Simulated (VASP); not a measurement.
# C (Fd-3m) in VASP: settings compared, part 3 of 3

VASP 6.6.1. Earlier steps stand in the parts before.

**4. Single point, r2SCAN (strain -1.0%)**

File POSCAR:

```
C
1.0
    0.0000000000      1.7623229011      1.7623229011
    1.7623229011      0.0000000000      1.7623229011
    1.7623229011      1.7623229011      0.0000000000
C
2
Direct
    0.0000000000      0.0000000000      0.0000000000
    0.2500000000      0.2500000000      0.2500000000
```

File INCAR.step1:

```
SYSTEM = C
ALGO     = Normal         ! electronic algorithm
EDIFF    = 1E-5           ! SCF threshold, eV
ENCUT    = 910            ! plane-wave cutoff, eV
GGA      = PE             ! functional
GGA_COMPAT= .False.      
ISMEAR   = 0              ! smearing method
LASPH    = .True.         ! aspherical terms in the spheres
LCHARG   = .False.        ! write CHGCAR
LREAL    = .False.        ! projectors in reciprocal space
LWAVE    = .True.         ! write WAVECAR
NBANDS   = 11             ! bands
NELM     = 120            ! most SCF steps
PREC     = Accurate       ! precision mode
SIGMA    = 0.01           ! smearing width, eV
```

File INCAR.step2:

```
SYSTEM = C
ALGO     = Normal         ! electronic algorithm
EDIFF    = 1E-6           ! SCF threshold, eV
ENCUT    = 910            ! plane-wave cutoff, eV
GGA_COMPAT= .False.      
ISIF     = 2              ! what is computed and relaxed
ISMEAR   = 0              ! smearing method
ISTART   = 1            
LASPH    = .True.         ! aspherical terms in the spheres
LCHARG   = .False.        ! write CHGCAR
LMIXTAU  = .True.       
LREAL    = .False.        ! projectors in reciprocal space
LWAVE    = .False.        ! write WAVECAR
METAGGA  = R2SCAN         ! meta-GGA
NBANDS   = 11             ! bands
NELM     = 120            ! most SCF steps
PREC     = Accurate       ! precision mode
SIGMA    = 0.01           ! smearing width, eV
```

File KPOINTS:

```
k-points
0
Gamma
  12 12 12
  0 0 0
```

Potentials or basis: VASP PAW PBE potentials, release 64 (C_h).

The run is started by

```bash
cat potpaw_PBE.64/C_h/POTCAR > POTCAR
cp INCAR.step1 INCAR
mpirun -np 1 vasp_std > vasp.out
cp INCAR.step2 INCAR
mpirun -np 1 vasp_std > vasp.out
```

OUTCAR:

```text
SYSTEM = C
   EDIFF = 1E-6
   ENCUT = 910
   ISIF = 2
   ISMEAR = 0
   ISTART = 1
   LASPH = .True.
   LREAL = .False.
   METAGGA = R2SCAN
   NELM = 120
   PREC = Accurate

 ion  position               nearest neighbor table
   1  0.000  0.000  0.000-
   2  0.250  0.250  0.250-

  LATTYP: Found a face centered cubic cell.
 ALAT       =     3.5246458022

  Lattice vectors:

 A1 = (   0.0000000000,   1.7623229011,   1.7623229011)
 A2 = (   1.7623229011,   0.0000000000,   1.7623229011)
 A3 = (   1.7623229011,   1.7623229011,   0.0000000000)

Analysis of symmetry for initial positions (statically):
=====================================================================
 Subroutine PRICEL returns:
 Original cell was already a primitive cell.

 Routine SETGRP: Setting up the symmetry group for a
 face centered cubic supercell.

 Subroutine GETGRP returns: Found 48 space group operations
 (whereof 24 operations were pure point group operations)
 out of a pool of 48 trial point group operations.

The static configuration has the point symmetry T_d .
 The point group associated with its full space group is O_h .

Analysis of symmetry for dynamics (positions and initial velocities):
=====================================================================
 Subroutine PRICEL returns:
 Original cell was already a primitive cell.

 Routine SETGRP: Setting up the symmetry group for a
 face centered cubic supercell.

 Subroutine GETGRP returns: Found 48 space group operations
 (whereof 24 operations were pure point group operations)
 out of a pool of 48 trial point group operations.

The dynamic configuration has the point symmetry T_d .
 The point group associated with its full space group is O_h .

 Subroutine INISYM returns: Found 48 space group operations
 (whereof 24 operations are pure point group operations),
 and found     1 'primitive' translations

----------------------------------------------------------------------------------------

                                     Primitive cell

  volume of cell :      10.9468

  direct lattice vectors                    reciprocal lattice vectors
     0.000000000  1.762322901  1.762322901    -0.283716452  0.283716452  0.283716452
     1.762322901  0.000000000  1.762322901     0.283716452 -0.283716452  0.283716452
     1.762322901  1.762322901  0.000000000     0.283716452  0.283716452 -0.283716452

  length of vectors
     2.492300948  2.492300948  2.492300948     0.491411309  0.491411309  0.491411309

  position of ions in fractional coordinates (direct lattice)
     0.000000000  0.000000000  0.000000000
     0.250000000  0.250000000  0.250000000

  ion indices of the primitive-cell ions
   primitive index   ion index
                 1           1
                 2           2

----------------------------------------------------------------------------------------

 KPOINTS: k-points

Automatic generation of k-mesh.
 Grid dimensions read from file:
[... 23 lines left out ...]
  0.083333  0.000000  0.000000      8.000000
  0.166667  0.000000  0.000000      8.000000
  0.250000  0.000000  0.000000      8.000000
  0.333333  0.000000  0.000000      8.000000
  0.416667  0.000000  0.000000      8.000000
[... 16 lines left out ...]
  0.500000  0.166667  0.000000     24.000000
 -0.416667  0.166667  0.000000     24.000000
 [... further k-points ...]
   k-points           NKPTS =     72   k-points in BZ     NKDIM =     72   number of bands    NBANDS=     11
   number of dos      NEDOS =    301   number of ions     NIONS =      2
   total plane-waves  NPLWV =  21952
   dimension x,y,z NGX =    28 NGY =   28 NGZ =   28
   dimension x,y,z NGXF=    56 NGYF=   56 NGZF=   56
   ions per type =               2
   NGX,Y,Z   is equivalent  to a cutoff of  18.68, 18.68, 18.68 a.u.
   NGXF,Y,Z  is equivalent  to a cutoff of  37.35, 37.35, 37.35 a.u.
 SYSTEM =  C
   PREC   = accura    normal or accurate (medium, high low for compatibility)
   ISTART =      1    job   : 0-new  1-cont  2-samecut
   ICHARG =      0    charge: 1-file 2-atom 10-const
   ISPIN  =      1    spin polarized calculation?
   LNONCOLLINEAR =      F non collinear calculations
   LSORBIT =      F    spin-orbit coupling
   LASPH  =      T    aspherical Exc in radial PAW
   ENCUT  =  910.0 eV  66.88 Ry    8.18 a.u.   6.13  6.13  6.13*2*pi/ulx,y,z
   NELM   =    120;   NELMIN=  2; NELMDL=  0     # of ELM steps
   EDIFF  = 0.1E-05   stopping-criterion for ELM
   LREAL  =      F    real-space projection
   EDIFFG = 0.1E-04   stopping-criterion for IOM
   NSW    =      0    number of steps for IOM
   IBRION =     -1    ionic relax: 0-MD 1-quasi-New 2-CG
   NFREE  =      0    steps in history (QN), initial steepest desc. (CG)
   ISIF   =      2    stress and relaxation
   ISYM   =      2    0-nonsym 1-usesym 2-fastsym
   POTIM  = 0.5000    time-step for ionic-motion
   TEBEG  =    0.0;   TEEND  =   0.0 temperature during run
   PSTRESS=    0.0 pullay stress
   NELECT =       8.0000    total number of electrons
   NUPDOWN=      -1.0000    fix difference up-down
   EMIN   =  10.00;   EMAX   =-10.00  energy-range for DOS
   EFERMI =   0.00;   METHOD = LEGACY
   ISMEAR =     0;   SIGMA  =   0.01  broadening in eV -4-tet -1-fermi 0-gaus
   EFERMI_NEDOS =   21; number of points for ismear=-14 and -15
   IALGO  =     38    algorithm
   IMIX   =      4    mixing-type and parameters
     AMIX     =   0.40;   BMIX     =  1.00
     AMIX_MAG =   1.60;   BMIX_MAG =  1.00
  volume/ion in A,a.u.               =       5.47        36.94
  Fermi-wavevector in a.u.,A,eV,Ry     =   1.474606  2.786601 29.585365  2.174463
  Thomas-Fermi vector in A             =   2.589357
   LORBIT       =      0    0 simple, 1 ext, 2 COOP (PROOUT), +10 PAW based schemes
   METAGGA = R2SCAN    functional components
   LHFCALC =     F    Hartree Fock is set to
   AEXX    =    0.0000 exact exchange contribution
   IVDW    =     0    specifies the selected vdW correction
   LEPSILON=     F    determine dielectric tensor
   LRPA    =     F    only Hartree local field effects (RPA)
 non-spin polarized calculation
 Gauss-broadening in eV      SIGMA  =   0.01
  energy-cutoff  :      910.00
  volume of cell :       10.95
 maximum number of plane-waves:       701
 NGX is ok and might be reduce to    28
   NGX = 13   NGY = 13   NGZ = 13

 number of electron       8.0000000 magnetization

 Free energy of the ion-electron system (eV)
  ---------------------------------------------------
  ext. energy  EPLUGINS =         0.00000000
  ---------------------------------------------------
  free energy    TOTEN  =       -19.70561232 eV

  energy without entropy =      -19.70561232  energy(sigma->0) =      -19.70561232

 E-fermi :  11.6171     XC(G=0): -14.4660

 val. band max:       11.4754099991   @ k =   0.0000   0.0000   0.0000
 cond. band min:      15.9360887104   @ k =   0.3333   0.3333   0.0000
 fundamental gap:      4.4606787114
 Fermi energy:        11.6171458932

 k-point     1 :       0.0000    0.0000    0.0000
  band No.  band energies     occupation
      1     -11.6911      2.00000
      2      11.4754      2.00000
      3      11.4754      2.00000
      4      11.4754      2.00000
      5      17.4552      0.00000
      6      17.4552      0.00000
      7      17.4552      0.00000
      8      26.1950      0.00000
      9      32.3736      0.00000
     10      39.2262      0.00000
     11      39.2262      0.00000
[... 309 lines left out ...]
 k-point    24 :      -0.4167    0.1667    0.0000
  band No.  band energies     occupation
      1      -5.0923      2.00000
      2      -2.0605      2.00000
      3       5.5175      2.00000
      4       7.5520      2.00000
      5      19.5704      0.00000
      6      22.5143      0.00000
      7      23.6998      0.00000
      8      28.3502      0.00000
      9      32.4658      0.00000
     10      37.1491      0.00000
     11      38.2120      0.00000

 [... further k-points ...]

------------------------ aborting loop because EDIFF is reached ----------------------------------------

  FORCE on cell =-STRESS in cart. coord.  units (eV):
  Direction    XX          YY          ZZ          XY          YZ          ZX
  --------------------------------------------------------------------------------------
  -------------------------------------------------------------------------------------
  Total        0.9209514      0.9209514      0.9209514     -0.0000000      0.0000000      0.0000000
  in kB      134.7909834    134.7909834    134.7909834     -0.0000000      0.0000000      0.0000000
  external PRESSURE =     134.7909834 kB  Pullay stress =       0.0000000 kB

 VOLUME and BASIS-vectors are now :
 -----------------------------------------------------------------------------
  energy-cutoff  :      910.00
  volume of cell :       10.95
      direct lattice vectors                 reciprocal lattice vectors
     0.000000000  1.762322901  1.762322901    -0.283716452  0.283716452  0.283716452
     1.762322901  0.000000000  1.762322901     0.283716452 -0.283716452  0.283716452
     1.762322901  1.762322901  0.000000000     0.283716452  0.283716452 -0.283716452

 POSITION                                       TOTAL-FORCE (eV/Angst)
 -----------------------------------------------------------------------------------
      0.00000      0.00000      0.00000        -0.000000     -0.000000      0.000000
      0.88116      0.88116      0.88116         0.000000      0.000000     -0.000000
 -----------------------------------------------------------------------------------
    total drift:                                0.000000      0.000000      0.000000

  FREE ENERGIE OF THE ION-ELECTRON SYSTEM (eV)
  ---------------------------------------------------
  free  energy   TOTEN  =       -19.7056123175 eV

  energy  without entropy=      -19.7056123175  energy(sigma->0) =      -19.70561232
```

Run time: 74 s. Hardware: 1 thread of AMD EPYC 7R13 (Zen 3), shared host; peak memory 0.13 GiB.

Results:

```yaml
Free_energy: -19.7056 eV
Pressure: 13.5 GPa
Band_gap_on_the_k_mesh: 4.46 eV, indirect (least direct gap 5.98 eV)
```

Caveat: the cell differs from its parent crystal (strain -1.0%); the cutoff is under 1.25 times the usual one of these potentials, so pressure, stress and relaxed cells hold a basis-set (Pulay) error; the PAW data sets were made with another functional, which shifts forces and pressure a little. A k mesh can miss the band edges.

**5. Overview**

```csv
level,potentials or basis,cell,k mesh,cutoff (eV),grid for exact exchange (PRECFOCK),screening parameter,second run,gap on the mesh (eV),pressure (GPa)
HSE06,"VASP PAW PBE potentials, release 64 (C)","a = 2.492 Å, angles 60.0°, 2 atoms",8 × 8 × 8,520,Normal,0.2079 1/Å,-,5.37,9.6
HSE06,"VASP PAW PBE potentials, release 64 (C)","a = 2.543 Å, angles 60.0°, 2 atoms",8 × 8 × 8,520,Normal,0.2079 1/Å,-,5.22,-17.7
r2SCAN,"VASP PAW PBE potentials, release 64 (C_h)","a = 2.492 Å, angles 60.0°, 2 atoms",12 × 12 × 12,910,-,-,hard_potentials,4.46,13.5
```

Alike in all rows: task single point; no spin polarisation; smearing gaussian 0.01 eV.

Caveats: the PAW data sets were made with another functional, which shifts forces and pressure a little; the cutoff is under 1.25 times the usual one of these potentials, so pressure, stress and relaxed cells hold a basis-set (Pulay) error (some runs).

Total energies depend on the potentials used, so only differences within one code and one set of settings carry meaning.
